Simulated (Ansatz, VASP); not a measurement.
# One calculation of Al, two programs

```
Al
1.0
     1.43629    0.82924    6.88757
    -1.43629    0.82924    6.88757
     0.00000   -1.65848    6.88757
Al
3
Cartesian
  0.0000 0.0000 0.0000
  0.0000 0.0000 4.6002
  0.0000 0.0000 16.0625
```

Alike in both runs: functional PBEsol; k mesh 6 × 6 × 6; occupations gaussian, width 0.1 eV; no spin polarisation.

Ansatz relaxed the structure, and its values are those at the end. VASP's run is a single point on that final structure, the one shown.

|  | VASP | Ansatz |
| --- | --- | --- |
| version | VASP 6.6.1 | Ansatz 0.2.0 |
| potentials or method | VASP PAW PBE potentials, release 64 (Al), cutoff 500 eV | scalar-relativistic, plane waves, PAW |
| valence electrons in the cell | 9 | 9 |

|  | VASP | Ansatz | Ansatz less VASP |
| --- | --- | --- | --- |
| gap on the k mesh at the Fermi level (eV) | none | none | - |
| pressure (GPa) | 0.0 | 0.0 | -0.06 |

VASP's potentials were made for PBE, not for PBEsol. A gap of «none» marks a metal or a gap that the smearing closes. The functional is the same, so the differences come from potentials, cutoffs and numerics.

The k mesh is coarse, so the values compare programs but aren't converged.
